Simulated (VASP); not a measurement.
# Sb (P6_3/mmc) in VASP: single point with PBE

Aim: the single point of Sb with PBE.

All numbers are computed with VASP 6.6.1; they aren't measurements. Logs are shortened: lines on timing, memory, paths and dates and some standing lists are left out, and cuts for length are marked.

**1. The cell of the first run**

The structure is hexagonal, space group P6_3/mmc (No. 194). The conventional cell has a = 3.369 Å, b = 3.369 Å, c = 5.330 Å, α = 90.00°, β = 90.00°, γ = 120.00°. Within 4.3 Å of Sb (site symmetry -6m2) lie 12 Sb at 3.30 to 3.37 Å.

This isn't the form of Sb at room conditions, which is rhombohedral.

**2. Single point, PBE, non-collinear spin, zero start, spin-orbit coupling**

INCAR

```
  PREC = Accurate
  ENCUT = 520
  EDIFF = 1E-6
  ISMEAR = -1
  SIGMA = 0.03
  LREAL = F
  LASPH = T
  NELM = 150
  ALGO = Normal
  ISIF = 2
  LWAVE = F
  LCHARG = T
  MAGMOM = 0 0 0 0 0 0
  LORBIT = 11
  LSORBIT = T
  GGA_COMPAT = F
  LORBMOM = T
  GGA = PE
  LVHAR = T
  NBANDS = 22
```

KPOINTS

```
Automatic mesh
0
Gamma
  12 12 7
```

POSCAR

```
Sb
1.0
    3.3690001795      0.0000000000      0.0000000000
   -1.6845000898      2.9176397408      0.0000000000
    0.0000000000      0.0000000000      5.3300000000
Sb
2
Direct
    0.3333333333      0.6666666667      0.2500000000
    0.6666666667      0.3333333333      0.7500000000
```

Potentials or basis: VASP PAW PBE potentials, release 64 (Sb).

Started as:

```
> cat potpaw_PBE.64/Sb/POTCAR > POTCAR
> mpirun -np 1 vasp_ncl > vasp.out
```

OUTCAR:

```text
PREC = Accurate
   ENCUT = 520
   EDIFF = 1E-6
   ISMEAR = -1
   LREAL = F
   LASPH = T
   NELM = 150
   ISIF = 2
   LORBIT = 11
   LSORBIT = T
   GGA = PE

 ion  position               nearest neighbor table
   1  0.333  0.667  0.250-   2 3.30   2 3.30   2 3.30   2 3.30   2 3.30   2 3.30
   2  0.667  0.333  0.750-   1 3.30   1 3.30   1 3.30   1 3.30   1 3.30   1 3.30

  LATTYP: Found a hexagonal cell.
 ALAT       =     3.3690001795
 C/A-ratio  =     1.5820717471

  Lattice vectors:

 A1 = (   3.3690001795,   0.0000000000,   0.0000000000)
 A2 = (  -1.6845000898,   2.9176397408,   0.0000000000)
 A3 = (   0.0000000000,   0.0000000000,   5.3300000000)

Analysis of symmetry for initial positions (statically):
=====================================================================
 Subroutine PRICEL returns:
 Original cell was already a primitive cell.

 Routine SETGRP: Setting up the symmetry group for a
 hexagonal supercell.

 Subroutine GETGRP returns: Found 24 space group operations
 (whereof 12 operations were pure point group operations)
 out of a pool of 24 trial point group operations.

The static configuration has the point symmetry D_3d.
 The point group associated with its full space group is D_6h.

Analysis of symmetry for dynamics (positions and initial velocities):
=====================================================================
 Subroutine PRICEL returns:
 Original cell was already a primitive cell.

 Routine SETGRP: Setting up the symmetry group for a
 hexagonal supercell.

 Subroutine GETGRP returns: Found 24 space group operations
 (whereof 12 operations were pure point group operations)
 out of a pool of 24 trial point group operations.

The dynamic configuration has the point symmetry D_3d.
 The point group associated with its full space group is D_6h.

Analysis of structural, dynamic, and magnetic symmetry:
=====================================================================
 Subroutine PRICEL returns:
 Original cell was already a primitive cell.

 Routine SETGRP: Setting up the symmetry group for a
 hexagonal supercell.

 Subroutine GETGRP returns: Found 24 space group operations
 (whereof 12 operations were pure point group operations)
 out of a pool of 24 trial point group operations.

The overall configuration has the point symmetry D_3d.
 The point group associated with its full space group is D_6h.

 Subroutine INISYM returns: Found 24 space group operations
[... 779 lines left out ...]
      1.68450      0.97255      3.99750        -0.000000      0.000000     -0.000000
 -----------------------------------------------------------------------------------
    total drift:                                0.000000     -0.000000      0.000000

  FREE ENERGIE OF THE ION-ELECTRON SYSTEM (eV)
  ---------------------------------------------------
  free  energy   TOTEN  =        -7.8437678957 eV

  energy  without entropy=       -7.8409783801  energy(sigma->0) =       -7.84237314

 orbital moment (x)

 # of ion     p       d       tot
 ----------------------------------------
  1         0.000   0.000   0.000
  2         0.000   0.000   0.000
 ----------------------------------------
            0.000   0.000   0.000

 orbital moment (y)

 # of ion     p       d       tot
 ----------------------------------------
  1        -0.000  -0.000  -0.000
  2        -0.000  -0.000  -0.000
 ----------------------------------------
           -0.000  -0.000  -0.000

 orbital moment (z)

 # of ion     p       d       tot
 ----------------------------------------
  1         0.000  -0.000  -0.000
  2         0.000  -0.000  -0.000
 ----------------------------------------
            0.000  -0.000  -0.000

 Spin-Orbit-Coupling matrix elements

 Ion:    1  E_soc:     -0.1396857
 l=   1
     0.0000000    -0.0231455    -0.0227917
    -0.0231455     0.0000000    -0.0231455
    -0.0227917    -0.0231455     0.0000000
 l=   2
     0.0000000    -0.0000510     0.0000000    -0.0000510    -0.0002172
    -0.0000510     0.0000000    -0.0001499    -0.0000390    -0.0000510
     0.0000000    -0.0001499     0.0000000    -0.0001499     0.0000000
    -0.0000510    -0.0000390    -0.0001499     0.0000000    -0.0000510
    -0.0002172    -0.0000510     0.0000000    -0.0000510     0.0000000
 l=   3
     0.0000000     0.0000000     0.0000000     0.0000000     0.0000000     0.0000000     0.0000000
     0.0000000     0.0000000     0.0000000     0.0000000     0.0000000     0.0000000     0.0000000
     0.0000000     0.0000000     0.0000000     0.0000000     0.0000000     0.0000000     0.0000000
     0.0000000     0.0000000     0.0000000     0.0000000     0.0000000     0.0000000     0.0000000
     0.0000000     0.0000000     0.0000000     0.0000000     0.0000000     0.0000000     0.0000000
     0.0000000     0.0000000     0.0000000     0.0000000     0.0000000     0.0000000     0.0000000
     0.0000000     0.0000000     0.0000000     0.0000000     0.0000000     0.0000000     0.0000000

 Ion:    2  E_soc:     -0.1396857
 l=   1
     0.0000000    -0.0231455    -0.0227917
    -0.0231455     0.0000000    -0.0231455
    -0.0227917    -0.0231455     0.0000000
 l=   2
     0.0000000    -0.0000510     0.0000000    -0.0000510    -0.0002172
    -0.0000510     0.0000000    -0.0001499    -0.0000390    -0.0000510
     0.0000000    -0.0001499     0.0000000    -0.0001499     0.0000000
    -0.0000510    -0.0000390    -0.0001499     0.0000000    -0.0000510
    -0.0002172    -0.0000510     0.0000000    -0.0000510     0.0000000
 l=   3
     0.0000000     0.0000000     0.0000000     0.0000000     0.0000000     0.0000000     0.0000000
     0.0000000     0.0000000     0.0000000     0.0000000     0.0000000     0.0000000     0.0000000
     0.0000000     0.0000000     0.0000000     0.0000000     0.0000000     0.0000000     0.0000000
     0.0000000     0.0000000     0.0000000     0.0000000     0.0000000     0.0000000     0.0000000
     0.0000000     0.0000000     0.0000000     0.0000000     0.0000000     0.0000000     0.0000000
     0.0000000     0.0000000     0.0000000     0.0000000     0.0000000     0.0000000     0.0000000
     0.0000000     0.0000000     0.0000000     0.0000000     0.0000000     0.0000000     0.0000000

 total charge

# of ion       s       p       d       tot
------------------------------------------
    1        1.254   1.052   0.042   2.348
    2        1.254   1.052   0.042   2.348
--------------------------------------------------
tot          2.507   2.104   0.084   4.695

 magnetization (x)

# of ion       s       p       d       tot
------------------------------------------
    1        0.000   0.000   0.000   0.000
    2        0.000   0.000   0.000   0.000
--------------------------------------------------
tot          0.000   0.000   0.000   0.000

 magnetization (y)

# of ion       s       p       d       tot
------------------------------------------
    1       -0.000  -0.000   0.000   0.000
    2       -0.000  -0.000   0.000  -0.000
--------------------------------------------------
tot         -0.000  -0.000   0.000  -0.000

 magnetization (z)

# of ion       s       p       d       tot
------------------------------------------
    1        0.000   0.000   0.000   0.000
    2        0.000   0.000   0.000   0.000
--------------------------------------------------
tot          0.000   0.000   0.000   0.000
```

stdout:

```text
POSCAR found type information on POSCAR Sb
 POSCAR found :  1 types and       2 ions
 scaLAPACK will be used
 LDA part: xc-table for (Slater+PW92), standard interpolation
 POSCAR, INCAR and KPOINTS ok, starting setup
 FFT: planning ... GRIDC
 FFT: planning ... GRID_SOFT
 FFT: planning ... GRID
 WAVECAR not read
 entering main loop
```

Wall time 74 s (1 thread of AMD EPYC 9R45 (Zen 5), shared host); peak memory 0.33 GiB.

What came out:

```
Free energy                                           : -7.8438 eV
Pressure                                              : 3.0 GPa
Net moment                                            : 0.00 μB per cell
Valence electrons inside the program's atomic spheres : Sb 2.35
```

Moments on the atoms (μB; x, y, z):
```
Sb  0.00 0.00 0.00
Sb  0.00 0.00 0.00
```

Caveat: the cell stands under pressure.
